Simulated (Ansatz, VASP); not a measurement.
**Two plane-wave programs on SrCl2**

```
CELL_PARAMETERS angstrom
0.00000 3.36828 3.53433
3.36828 0.00000 3.53433
3.36828 3.36828 0.00000
ATOMIC_POSITIONS crystal
Sr 0.00000 0.00000 0.00000
Cl 0.25000 0.25000 0.25000
Cl 0.75000 0.75000 0.75000
```

Alike in both runs: task single point; functional PBE; k mesh 6 × 6 × 6; occupations gaussian, width 0.05 eV; no spin polarisation.

|  | VASP | Ansatz |
| --- | --- | --- |
| version | VASP 6.6.1 | Ansatz 0.2.0 |
| potentials or method | VASP PAW PBE potentials, release 64 (Sr_sv, Cl), cutoff 520 eV | scalar-relativistic, plane waves, PAW |
| valence electrons in the cell | 24 | 24 |

VASP gave:

| Property | Result |
| --- | --- |
| gap on the k mesh at the Fermi level (eV) | 5.31 |
| least direct gap on the mesh (eV) | 5.34 |
| pressure (GPa) | 3.6 |
| traceless stress, the component that is largest in VASP (GPa) | -1.77 |

Q: What did Ansatz give for the same quantities?

A: gap on the k mesh at the Fermi level (eV): 5.31; least direct gap on the mesh (eV): 5.34; pressure (GPa): 3.5; traceless stress, the component that is largest in VASP (GPa): -1.78.
